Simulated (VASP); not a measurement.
# AgB2 (P6/mmm) in VASP: a series of runs, part 2 of 2

VASP 6.6.1.

## (4) Relaxation of shape and atoms at fixed volume, PBE

This run uses another cell than the first one, of the same volume but with other edges.

INCAR

```
SYSTEM = AgB2
ALGO = Normal
EDIFF = 1E-6
EDIFFG = -0.015
ENCUT = 600
GGA = PE
IBRION = 2
ISIF = 4
ISMEAR = 0
LASPH = .True.
LCHARG = .False.
LREAL = .False.
LWAVE = .False.
NELM = 60
NSW = 60
PREC = Accurate
SIGMA = 0.05
```

KPOINTS

```
k-points
0
Gamma
  10 10 8
  0 0 0
```

POSCAR

```
AgB2
1.0
    3.0000005162      0.0000000000      0.0000000000
   -1.5000002581      2.5980766584      0.0000000000
    0.0000000000      0.0000000000      3.2399987857
Ag B
1 2
Direct
    0.0000000000      0.0000000000      0.0000000000
    0.3333333333      0.6666666667      0.5000000000
    0.6666666667      0.3333333333      0.5000000000
```

Potentials or basis: VASP PAW PBE potentials, release 64 (Ag, B).

Launch:

```sh
$ cat potpaw_PBE.64/Ag/POTCAR potpaw_PBE.64/B/POTCAR > POTCAR
$ mpirun -np 1 vasp_std > vasp.out
```

OUTCAR:

```text
SYSTEM = AgB2
   EDIFF = 1E-6
   EDIFFG = -0.015
   ENCUT = 600
   GGA = PE
   IBRION = 2
   ISIF = 4
   ISMEAR = 0
   LASPH = .True.
   LREAL = .False.
   NELM = 60
   NSW = 60
   PREC = Accurate

 ion  position               nearest neighbor table
   1  0.000  0.000  0.000-   2 2.37   3 2.37   2 2.37   3 2.37   3 2.37   3 2.37   2 2.37   2 2.37
                             3 2.37   3 2.37   2 2.37   2 2.37
   2  0.333  0.667  0.500-   3 1.73   3 1.73   3 1.73   1 2.37   1 2.37   1 2.37   1 2.37   1 2.37
                             1 2.37
   3  0.667  0.333  0.500-   2 1.73   2 1.73   2 1.73   1 2.37   1 2.37   1 2.37   1 2.37   1 2.37
                             1 2.37

  LATTYP: Found a hexagonal cell.
 ALAT       =     3.0000005162
 C/A-ratio  =     1.0799994094

  Lattice vectors:

 A1 = (   3.0000005162,   0.0000000000,   0.0000000000)
 A2 = (  -1.5000002581,   2.5980766584,   0.0000000000)
 A3 = (   0.0000000000,   0.0000000000,   3.2399987857)

Analysis of symmetry for initial positions (statically):
=====================================================================
 Subroutine PRICEL returns:
 Original cell was already a primitive cell.

 Routine SETGRP: Setting up the symmetry group for a
 hexagonal supercell.

[... 179 lines left out ...]
  in kB      424.5745499    424.5745499    768.9442003      0.0000000     -0.0000000      0.0000000
  external PRESSURE =     539.3644334 kB  Pullay stress =       0.0000000 kB
[... 98 lines left out ...]
--------------------------------------- Ionic step        4  -------------------------------------------

 number of electron      17.0000000 magnetization

 Free energy of the ion-electron system (eV)
  ---------------------------------------------------
  ext. energy  EPLUGINS =         0.00000000
  ---------------------------------------------------
  free energy    TOTEN  =       -13.56269560 eV

  energy without entropy =      -13.56117181  energy(sigma->0) =      -13.56193370

 E-fermi :  10.3654     XC(G=0): -13.2682

 val. band max:       10.3382417265   @ k =   0.3000   0.2000   0.2500
 cond. band min:      10.3861311000   @ k =   0.2000   0.0000   0.2500
 fundamental gap:      0.0478893735
 Fermi energy:        10.3653864343

 k-point     1 :       0.0000    0.0000    0.0000
  band No.  band energies     occupation
      1      -3.8064      2.00000
      2       3.2179      2.00000
      3       4.3369      2.00000
      4       4.3369      2.00000
      5       5.6984      2.00000
      6       5.7496      2.00000
      7       5.7496      2.00000
      8      11.6934      0.00000
      9      11.6934      0.00000
     10      13.5969      0.00000
     11      17.9274      0.00000
     12      17.9274      0.00000
[... 331 lines left out ...]
 k-point    24 :       0.4000    0.1000    0.1250
  band No.  band energies     occupation
      1       0.1149      2.00000
      2       1.5046      2.00000
      3       3.3419      2.00000
      4       3.5437      2.00000
      5       4.8151      2.00000
      6       6.3679      2.00000
      7       7.3161      2.00000
      8       7.9530      2.00000
      9      11.9303      0.00000
     10      13.7562      0.00000
     11      16.8173      0.00000
     12      18.9516      0.00000

 [... further k-points ...]
[... 5 lines left out ...]
  --------------------------------------------------------------------------------------
  -------------------------------------------------------------------------------------
  Total        9.2530360      9.2530360      9.2051551      0.0000000      0.0000000      0.0000000
  in kB      587.0521679    587.0521679    584.0143988      0.0000000      0.0000000      0.0000000
  external PRESSURE =     586.0395782 kB  Pullay stress =       0.0000000 kB
[... 18 lines left out ...]
  FREE ENERGIE OF THE ION-ELECTRON SYSTEM (eV)
  ---------------------------------------------------
  free  energy   TOTEN  =       -13.5626955959 eV

  energy  without entropy=      -13.5611718069  energy(sigma->0) =      -13.56193370

 reached required accuracy - stopping structural energy minimisation
```

Run time: 28 s. Hardware: 1 thread of Intel Xeon Platinum 8488C (Sapphire Rapids), shared host; peak memory 0.17 GiB.

What came out:

```yaml
Free_energy: -13.5627 eV
Energy_gained_by_relaxing: 101.7 meV/atom
Ionic_steps: 4
Pressure_after_relaxing: 58.6 GPa
```

Step by step:
| step | energy change (eV) | largest force (eV/Å) | pressure (GPa) | volume (Å³) |
| --- | --- | --- | --- | --- |
| 1 | 0.0000 | 0.0000 | 53.94 | 25.25 |
| 2 | -0.2372 | 0.0000 | 55.84 | 25.25 |
| 3 | -0.3048 | 0.0000 | 58.39 | 25.25 |
| 4 | -0.3050 | 0.0000 | 58.60 | 25.25 |

Final structure:
```xyz
3
Lattice="2.8435 0.0000 0.0000 -1.4218 2.4626 0.0000 0.0000 0.0000 3.6063" Properties=species:S:1:pos:R:3 pbc="T T T"
Ag    2.8435    0.0000    0.0000
B     0.0000    1.6417    1.8032
B     1.4218    0.8209    1.8032
```

## (5) Summary

```tsv
task	level	U	cell	cutoff (eV)	smearing	gap on the mesh (eV)	pressure (GPa)
single point	PBE	-	a = 2.844, b = 2.844, c = 3.605 Å, angles 90.0, 90.0, 120.0°, 3 atoms	520	tetrahedron	none	58.6
single point	PBE+U	Ag d U = 2.0 eV	a = 2.844, b = 2.844, c = 3.605 Å, angles 90.0, 90.0, 120.0°, 3 atoms	520	gaussian 0.05 eV	none	56.2
relaxation of shape and atoms at fixed volume	PBE	-	relaxed from a = 3.000, b = 3.000, c = 3.240 Å, angles 90.0, 90.0, 120.0°, 3 atoms	600	gaussian 0.05 eV	none	58.6
```

Alike in all rows: potentials or basis VASP PAW PBE potentials, release 64 (Ag, B); no spin polarisation; k mesh 10 × 10 × 8.

Caveats: U without spin polarisation on a metal has little footing (some runs); the U is typed as a test and isn't derived for this compound (some runs).

Absolute energies hang on the potentials; compare differences alone.
